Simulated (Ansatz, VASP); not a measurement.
**Co: VASP beside Ansatz**

INCAR

```
PREC = Accurate
ENCUT = 520
EDIFF = 1E-6
ISMEAR = -1
SIGMA = 0.05
LREAL = False
LASPH = True
NELM = 150
ALGO = Normal
ISIF = 2
LWAVE = False
LCHARG = False
ISPIN = 2
MAGMOM = -0.337 -0.337
LORBIT = 11
LMAXMIX = 4
GGA = PS
NBANDS = 20
```

KPOINTS

```
regular mesh
0
Gamma
  13 13 13
```

POSCAR

```
Co
1.0
    0.0000000000      2.3923993362      2.3923993362
    2.3923993362      0.0000000000      2.3923993362
    2.3923993362      2.3923993362      0.0000000000
Co
2
Direct
    0.1250000000      0.1250000000      0.1250000000
    0.8750000000      0.8750000000      0.8750000000
```

Input for Ansatz:

```yaml
crystal:
  lattice:
    - [0.0, 2.3923993362, 2.3923993362]
    - [2.3923993362, 0.0, 2.3923993362]
    - [2.3923993362, 2.3923993362, 0.0]
  atoms:
    - { symbol: Co, position: [0.125, 0.125, 0.125], spin: -0.337 }
    - { symbol: Co, position: [0.875, 0.875, 0.875], spin: -0.337 }
hamiltonian:
  xc: pbesol
  pseudopotentials:
    kind: paw
    azcp:
      Co: "pseudopotentials/Co.paw.azcp"
basis:
  ecutwfc: 420
  fft_grid_basis: typed
kpoints:
  mp_grid: { grid: [13, 13, 13], shift: [0, 0, 0] }
magnetization:
  spin_polarized: true
scf:
  occupations: { method: fermi_dirac, width: 0.05 }
  lower_state_search: "off"
output:
  stress: true
  write_density: true
  write_potential: true
  elf: true
  volumetric_format: npy
```

Alike in both runs: task single point; functional PBEsol; k mesh 13 × 13 × 13; occupations fermi-dirac, width 0.05 eV; collinear spin.

```csv
,VASP,Ansatz
version,VASP 6.6.1,Ansatz 0.2.0
potentials or method,"VASP PAW PBE potentials, release 64 (Co), cutoff 520 eV","plane waves (420 eV) with PAW, scalar-relativistic"
valence electrons in the cell,18,34
```

Ansatz gave:

```
pressure (GPa)                                                : 6.3
net moment per atom (μB)                                      : 0.21
size of the moment on the site where the two differ most (μB) : 0.21
```

**Question.** Which values does VASP return?

**Answer.** Pressure (GPa): 4.4; net moment per atom (μB): 0.24; size of the moment on the site where the two differ most (μB): 0.23.

VASP's potentials were made for PBE, not for PBEsol, and Ansatz warns of the same on its side. Site moments also hang on the region over which each program counts them. VASP's potentials hold 18 valence electrons a cell and Ansatz's 34, so a difference there can come from the potentials and not from the codes.
